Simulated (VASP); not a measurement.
Al2BC2, 5 atoms in the cell. The structure is trigonal, space group P-3m1 (No. 164). Conventional cell: a = 3.159 Å, b = 3.159 Å, c = 5.442 Å, α = 90.00°, β = 90.00°, γ = 120.00°. Within 2.5 Å of Al (site symmetry 3m) lie 4 C at 1.92 to 1.94 Å and 3 Al at 2.26 Å. Within 2.5 Å of C (site symmetry 3m) lie 4 Al at 1.92 to 1.94 Å and 3 B at 2.33 Å. B (site symmetry -3m) has 6 C at 2.33 Å and 6 Al at 2.75 Å and 6 B at 3.16 Å within 3.2 Å. 

```yaml
Program: VASP 6.6.1
Task: relaxation of the atoms
Functional: r2SCAN
Potentials_or_basis: VASP PAW PBE potentials, release 64 (Al, C, B)
Cutoff: 580 eV
k_mesh: 8 × 8 × 4
Occupations: fermi-dirac, width 0.1 eV
Spin: no spin polarisation
Dipole_correction: no
Further_INCAR_settings: ALGO = Normal; EDIFF = 1e-07; IBRION = 2; EDIFFG = -0.01; NSW = 100
```

Potentials or basis: VASP PAW PBE potentials, release 64 (Al, C, B).

Run with:

```bash
$ cat potpaw_PBE.64/Al/POTCAR potpaw_PBE.64/C/POTCAR potpaw_PBE.64/B/POTCAR > POTCAR
$ cp INCAR.step1 INCAR
$ mpirun -np 1 vasp_std > vasp.out
$ cp INCAR.step2 INCAR
$ mpirun -np 1 vasp_std > vasp.out
```

Hardware: 1 thread of Intel(R) Xeon(R) 6975P-C (Granite Rapids) (shared host).

Estimate the wall time of this run.

Wall time 14 min on 1 thread of Intel(R) Xeon(R) 6975P-C (Granite Rapids), with other jobs on the host, peak memory 0.25 GiB. Counts: k points 78, ion steps 11.
